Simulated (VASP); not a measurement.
# Zr5Ti3 in VASP: further runs

Runs on Zr5Ti3. Level: PBE. Tasks: single point.

Everything below comes from runs of VASP 6.6.1. Logs are shortened: lines on timing, memory, paths and dates and some standing lists are left out, and cuts for length are marked.

### Step 1. The cell of the first run

The cell holds an amorphous packing of atoms, 24 atoms: a = 8.094 Å, b = 7.894 Å, c = 8.125 Å, α = 90.12°, β = 85.96°, γ = 91.03°.

### Step 2. Single point, PBE

INCAR reads:

```
  PREC = Accurate
  ENCUT = 520
  EDIFF = 1E-6
  ISMEAR = -1
  SIGMA = 0.05
  LREAL = Auto
  LASPH = T
  NELM = 80
  ALGO = Normal
  ISIF = 2
  LWAVE = F
  LCHARG = T
  GGA = PE
  LELF = T
  LVHAR = T
  NBANDS = 162
  ISYM = 0
```

KPOINTS reads:

```
Automatic mesh
0
Gamma
  1 1 1
  0.25 0.25 0.25
```

POSCAR reads:

```
Zr5Ti3
1.0
    8.0883500000     -0.0717440000      0.2860350000
   -0.0717440000      7.8939330000     -0.0068350000
    0.2860350000     -0.0068350000      8.1197920000
Zr Ti
15 9
Direct
    0.7860351657      0.1140408788      0.3683612709
    0.0401914769      0.4641560553      0.8184791356
    0.8226747864      0.7806607781      0.7619456304
    0.2610973769      0.1190686147      0.8196776279
    0.1206392243      0.0678141050      0.2108063198
    0.5951503652      0.7840987880      0.5091192583
    0.4901109785      0.0644521482      0.0923800310
    0.9408764659      0.4583608750      0.2115282382
    0.0419326057      0.1052296022      0.5852255885
    0.1130794645      0.7943734539      0.9940085729
    0.6719019561      0.4376349143      0.9916251252
    0.3047004015      0.4212815619      0.0801752656
    0.4109732769      0.4573325903      0.7170387033
    0.7735148360      0.4285926278      0.6079648487
    0.4212979382      0.1474940375      0.4601976462
    0.4684611303      0.7431267988      0.8858646862
    0.2382349453      0.7691556967      0.6278870994
    0.9796241955      0.7470650721      0.4130895697
    0.8646687467      0.1431845734     -0.0034185430
    0.1840797598      0.4409283472      0.4468489453
    0.3347056793      0.7531991485      0.2818565521
    0.7300162865      0.7956735279      0.1401946281
    0.5725871121      0.4623185584      0.3389956286
    0.6231619742      0.1044402705      0.7570395540
```

Potentials or basis: VASP PAW PBE potentials, release 64 (Zr_sv, Ti_sv).

Run with:

```bash
$ cat potpaw_PBE.64/Zr_sv/POTCAR potpaw_PBE.64/Ti_sv/POTCAR > POTCAR
$ mpirun -np 1 vasp_std > vasp.out
```

OUTCAR:

```text
PREC = Accurate
   ENCUT = 520
   EDIFF = 1E-6
   ISMEAR = -1
   LREAL = Auto
   LASPH = T
   NELM = 80
   ISIF = 2
   GGA = PE
   ISYM = 0

 ion  position               nearest neighbor table
   1  0.786  0.114  0.368-   9 2.81   5 2.94  15 3.01  19 3.05  14 3.15  22 3.17   6 3.18   8 3.20
                            23 3.29  24 3.34  18 3.35   7 3.41
   2  0.040  0.464  0.818-  14 2.86  10 3.04  13 3.06   3 3.14  12 3.14  20 3.16  19 3.18  17 3.21
                            11 3.21   8 3.24   4 3.29   9 3.41
   3  0.823  0.781  0.762-   6 2.85  16 2.98  18 3.04  24 3.05  14 3.08  22 3.11  10 3.12   2 3.14
                             9 3.36  11 3.45
   4  0.261  0.119  0.820-   9 2.69  24 2.94  13 3.01   7 3.02  10 3.11  15 3.12  17 3.18  12 3.22
                             2 3.29   5 3.32
   5  0.121  0.068  0.211-  10 2.79  19 2.87   1 2.94   7 3.08   9 3.08  21 3.13  18 3.17  12 3.28
                             4 3.32  15 3.33   8 3.43
   6  0.595  0.784  0.509-   3 2.85  23 2.90  21 2.91  17 2.98  22 3.12  18 3.17  16 3.17   1 3.18
                            24 3.24  15 3.26  14 3.31  13 3.35
   7  0.490  0.064  0.092-  24 2.87  22 2.95   4 3.02  16 3.05  15 3.07   5 3.08  21 3.10  19 3.13
                            12 3.22  11 3.35   1 3.41  10 3.82
   8  0.941  0.458  0.212-  18 2.83  20 2.84  11 2.91  12 3.08  23 3.09  19 3.11   1 3.20   2 3.24
                            22 3.26  10 3.41  14 3.41   5 3.43
   9  0.042  0.105  0.585-   4 2.69   1 2.81  20 3.05   5 3.08  17 3.15  15 3.18  18 3.20   3 3.36
                            14 3.38   2 3.41
  10  0.113  0.794  0.994-   5 2.79  16 2.98   2 3.04  21 3.07  17 3.08   4 3.11   3 3.12  22 3.24
                             8 3.41  12 3.45   7 3.82
  11  0.672  0.438  0.992-  19 2.82  23 2.89   8 2.91  12 3.01  16 3.10  22 3.11  14 3.17  13 3.18
                             2 3.21  24 3.28   7 3.35   3 3.45
  12  0.305  0.421  0.080-  11 3.01  13 3.03  20 3.07   8 3.08  21 3.10  23 3.14   2 3.14  16 3.21
                             4 3.22   7 3.22   5 3.28  10 3.45
  13  0.411  0.457  0.717-  16 2.69  20 2.96  17 2.97   4 3.01  14 3.02  12 3.03   2 3.06  11 3.18
                            15 3.21  23 3.25  24 3.33   6 3.35
  14  0.774  0.429  0.608-  23 2.83   2 2.86  13 3.02  24 3.03   3 3.08   1 3.15  11 3.17   6 3.31
                            18 3.33   9 3.38   8 3.41  15 3.84
  15  0.421  0.147  0.460-  23 2.89   1 3.01  24 3.03  20 3.04   7 3.07   4 3.12   9 3.18  13 3.21
                             6 3.26   5 3.33  14 3.84
  16  0.468  0.743  0.886-  13 2.69  17 2.91   3 2.98  10 2.98   7 3.05  11 3.10   6 3.17  12 3.21

  17  0.238  0.769  0.628-  18 2.82  21 2.87  16 2.91  13 2.97   6 2.98  10 3.08   9 3.15   4 3.18
                             2 3.21
  18  0.980  0.747  0.413-  17 2.82   8 2.83   3 3.04   5 3.17   6 3.17   9 3.20  14 3.33   1 3.35

  19  0.865  0.143  0.997-  11 2.82  24 2.87   5 2.87   1 3.05   8 3.11   7 3.13   2 3.18
  20  0.184  0.441  0.447-   8 2.84  13 2.96  15 3.04   9 3.05  12 3.07   2 3.16
  21  0.335  0.753  0.282-  17 2.87   6 2.91  10 3.07   7 3.10  12 3.10   5 3.13
  22  0.730  0.796  0.140-   7 2.95  11 3.11   3 3.11   6 3.12   1 3.17  10 3.24   8 3.26
  23  0.573  0.462  0.339-  14 2.83  11 2.89  15 2.89   6 2.90   8 3.09  12 3.14  13 3.25   1 3.29

  24  0.623  0.104  0.757-  19 2.87   7 2.87   4 2.94  15 3.03  14 3.03   3 3.05   6 3.24  11 3.28
                            13 3.33   1 3.34

IMPORTANT INFORMATION: All symmetrisations will be switched off!
NOSYMM: (Re-)initialisation of all symmetry stuff for point group C_1.

----------------------------------------------------------------------------------------

                                     Primitive cell

  volume of cell :     517.7520

  direct lattice vectors                    reciprocal lattice vectors
     8.088350000 -0.071744000  0.286035000     0.123798747  0.001121370 -0.004360101
    -0.071744000  7.893933000 -0.006835000     0.001121370  0.126689815  0.000067141
     0.286035000 -0.006835000  8.119792000    -0.004360101  0.000067141  0.123309513

  length of vectors
     8.093724047  7.894261975  8.124831374     0.123880578  0.126694795  0.123386592

  position of ions in fractional coordinates (direct lattice)
     0.786035166  0.114040879  0.368361271
     0.040191477  0.464156055  0.818479136
     0.822674786  0.780660778  0.761945630
     0.261097377  0.119068615  0.819677628
     0.120639224  0.067814105  0.210806320
     0.595150365  0.784098788  0.509119258
[... 16 lines left out ...]
     0.572587112  0.462318558  0.338995629
     0.623161974  0.104440270  0.757039554

  ion indices of the primitive-cell ions
   primitive index   ion index
                 1           1
                 2           2
                 3           3
                 4           4
                 5           5
                 6           6
[... 16 lines left out ...]
                23          23
                24          24

----------------------------------------------------------------------------------------

 KPOINTS: Automatic mesh

Automatic generation of k-mesh.
 Grid dimensions read from file:
 generate k-points for:    1    1    1

 Generating k-lattice:

  Cartesian coordinates                     Fractional coordinates (reciprocal lattice)
     0.123798747  0.001121370 -0.004360101     1.000000000 -0.000000000 -0.000000000
     0.001121370  0.126689815  0.000067141    -0.000000000  1.000000000 -0.000000000
    -0.004360101  0.000067141  0.123309513     0.000000000  0.000000000  1.000000000

  Length of vectors
     0.123880578  0.126694795  0.123386592

  Shift w.r.t. Gamma in fractional coordinates (k-lattice)
     0.250000000  0.250000000  0.250000000

 Subroutine IBZKPT returns following result:
 ===========================================

 Found      1 irreducible k-points:

 Following reciprocal coordinates:
            Coordinates               Weight
  0.250000  0.250000  0.250000      2.000000
   k-points           NKPTS =      1   k-points in BZ     NKDIM =      1   number of bands    NBANDS=    162
   number of dos      NEDOS =    301   number of ions     NIONS =     24
   total plane-waves  NPLWV = 216000
   dimension x,y,z NGX =    60 NGY =   60 NGZ =   60
   dimension x,y,z NGXF=   120 NGYF=  120 NGZF=  120
   ions per type =              15   9
   NGX,Y,Z   is equivalent  to a cutoff of  12.32, 12.64, 12.28 a.u.
   NGXF,Y,Z  is equivalent  to a cutoff of  24.65, 25.27, 24.55 a.u.
 SYSTEM =  unknown system
   PREC   = accura    normal or accurate (medium, high low for compatibility)
   ISTART =      0    job   : 0-new  1-cont  2-samecut
   ICHARG =      2    charge: 1-file 2-atom 10-const
   ISPIN  =      1    spin polarized calculation?
   LNONCOLLINEAR =      F non collinear calculations
   LSORBIT =      F    spin-orbit coupling
   LASPH  =      T    aspherical Exc in radial PAW
   ENCUT  =  520.0 eV  38.22 Ry    6.18 a.u.  15.05 14.68 15.11*2*pi/ulx,y,z
   NELM   =     80;   NELMIN=  2; NELMDL= -5     # of ELM steps
   EDIFF  = 0.1E-05   stopping-criterion for ELM
   LREAL  =      T    real-space projection
   EDIFFG = 0.1E-04   stopping-criterion for IOM
   NSW    =      0    number of steps for IOM
   IBRION =     -1    ionic relax: 0-MD 1-quasi-New 2-CG
   NFREE  =      0    steps in history (QN), initial steepest desc. (CG)
   ISIF   =      2    stress and relaxation
   ISYM   =      0    0-nonsym 1-usesym 2-fastsym
   POTIM  = 0.5000    time-step for ionic-motion
   TEBEG  =    0.0;   TEEND  =   0.0 temperature during run
   PSTRESS=    0.0 pullay stress
   NELECT =     288.0000    total number of electrons
   NUPDOWN=      -1.0000    fix difference up-down
   EMIN   =  10.00;   EMAX   =-10.00  energy-range for DOS
   EFERMI =   0.00;   METHOD = LEGACY
   ISMEAR =    -1;   SIGMA  =   0.05  broadening in eV -4-tet -1-fermi 0-gaus
   EFERMI_NEDOS =   21; number of points for ismear=-14 and -15
   IALGO  =     38    algorithm
   IMIX   =      4    mixing-type and parameters
     AMIX     =   0.40;   BMIX     =  1.00
     AMIX_MAG =   1.60;   BMIX_MAG =  1.00
  volume/ion in A,a.u.               =      21.57       145.58
  Fermi-wavevector in a.u.,A,eV,Ry     =   1.346372  2.544274 24.663519  1.812718
  Thomas-Fermi vector in A             =   2.474209
   LORBIT       =      0    0 simple, 1 ext, 2 COOP (PROOUT), +10 PAW based schemes
   GGA     = PE    functional components
[... 5 lines left out ...]
 non-spin polarized calculation
  energy-cutoff  :      520.00
  volume of cell :      517.75
 maximum number of plane-waves:     13944
 NGX is ok and might be reduce to    60
   NGX = 31   NGY = 29   NGZ = 31

 number of electron     288.0000004 magnetization

 Free energy of the ion-electron system (eV)
  ---------------------------------------------------
  ext. energy  EPLUGINS =         0.00000000
  ---------------------------------------------------
  free energy    TOTEN  =      -194.84153267 eV

  energy without entropy =     -194.54572193  energy(sigma->0) =     -194.69362730

 E-fermi :   8.3136     XC(G=0): -11.0766

 val. band max:        8.2775758906   @ k =   0.2500   0.2500   0.2500
 cond. band min:       8.3463261691   @ k =   0.2500   0.2500   0.2500
 fundamental gap:      0.0687502785
 Fermi energy:         8.3136105639

 k-point     1 :       0.2500    0.2500    0.2500
  band No.  band energies     occupation
      1     -48.6273      2.00000
      2     -48.5599      2.00000
      3     -48.5206      2.00000
      4     -48.5036      2.00000
      5     -48.4766      2.00000
      6     -48.4662      2.00000
[... 148 lines left out ...]
    155       8.8959      0.00002
    156       8.9417      0.00001
 [bands above 156 left out]

------------------------ aborting loop because EDIFF is reached ----------------------------------------

  FORCE on cell =-STRESS in cart. coord.  units (eV):
  Direction    XX          YY          ZZ          XY          YZ          ZX
  --------------------------------------------------------------------------------------
  -------------------------------------------------------------------------------------
  Total        0.8128614    -13.5138758     -4.1844206     -1.1594091      6.4937548      2.6035027
  in kB        2.5153900    -41.8185269    -12.9486396     -3.5877777     20.0948464      8.0565080
  external PRESSURE =     -17.4172588 kB  Pullay stress =       0.0000000 kB

 VOLUME and BASIS-vectors are now :
 -----------------------------------------------------------------------------
  energy-cutoff  :      520.00
  volume of cell :      517.75
      direct lattice vectors                 reciprocal lattice vectors
     8.088350000 -0.071744000  0.286035000     0.123798747  0.001121370 -0.004360101
    -0.071744000  7.893933000 -0.006835000     0.001121370  0.126689815  0.000067141
     0.286035000 -0.006835000  8.119792000    -0.004360101  0.000067141  0.123309513

 POSITION                                       TOTAL-FORCE (eV/Angst)
 -----------------------------------------------------------------------------------
      6.45491      0.84132      3.21507        -0.915261     -0.197130     -0.126430
      0.52590      3.65554      6.65420         0.194826     -0.050308     -0.044119
      6.81602      6.09825      6.41682         0.579923      0.421651      0.769632
      2.33776      0.91559      6.72948         0.259912     -0.385804      0.637832
      1.03121      0.52522      1.74575         0.611936      0.585349      0.570737
      4.90316      6.14344      4.29882        -0.053931      0.293665     -0.075637
[... 16 lines left out ...]
      4.69508      3.60611      2.91319        -0.102286      0.139104     -0.126994
      5.24940      0.77456      6.32454         0.240100     -0.057761     -0.326467
 -----------------------------------------------------------------------------------
    total drift:                               -0.008555      0.037807      0.011554

  FREE ENERGIE OF THE ION-ELECTRON SYSTEM (eV)
  ---------------------------------------------------
  free  energy   TOTEN  =      -194.8415326737 eV

  energy  without entropy=     -194.5457219338  energy(sigma->0) =     -194.69362730
```

Run time: 6 min. Hardware: 1 thread of Intel Xeon 6975P-C, shared host; peak memory 0.53 GiB.

Results:

| Property | Result |
| --- | --- |
| Free energy | -194.8415 eV |
| Pressure | -1.7 GPa |
| Largest force | 1.193 eV/Å |
| Band gap on the k mesh | 0.07 eV |

Forces in eV/Å, atoms in the order of the input:
```
Zr  -0.915 -0.197 -0.126
Zr   0.195 -0.050 -0.044
Zr   0.580  0.422  0.770
Zr   0.260 -0.386  0.638
Zr   0.612  0.585  0.571
Zr  -0.054  0.294 -0.076
Zr   0.141  0.115  0.470
Zr  -0.173 -0.019  0.176
Zr  -0.567 -0.240 -0.035
Zr  -0.351 -0.838  0.068
Zr  -0.251 -0.008 -0.458
Zr  -0.209  0.120  0.520
Zr   0.088 -0.240 -1.165
Zr   0.115  0.120 -0.472
Zr  -0.054 -0.620 -0.028
Ti   0.165  0.786  0.666
Ti  -0.323  0.377 -0.120
Ti  -0.392  0.176 -0.184
Ti   0.583 -0.619 -0.454
Ti   0.353  0.159  0.229
Ti   0.002 -0.075 -0.416
Ti   0.057  0.057 -0.076
Ti  -0.102  0.139 -0.127
Ti   0.240 -0.058 -0.326
```

Stress tensor (GPa, compression positive):
```
 0.25 -0.36  0.81
-0.36 -4.18  2.01
 0.81  2.01 -1.29
```

Levels at points of the mesh, in eV from the valence-band top:
| k point | band 140 | band 141 | band 142 | band 143 | band 144 | band 145 | band 146 | band 147 | band 148 | band 149 |
| --- | --- | --- | --- | --- | --- | --- | --- | --- | --- | --- |
| (0.25, 0.25, 0.25) | -0.25 | -0.19 | -0.10 | -0.04 | 0.00 | 0.07 | 0.13 | 0.16 | 0.20 | 0.25 |

Caveat: the k points lie up to 0.80 Å⁻¹ apart.

(Continued in part 2 of 2.)
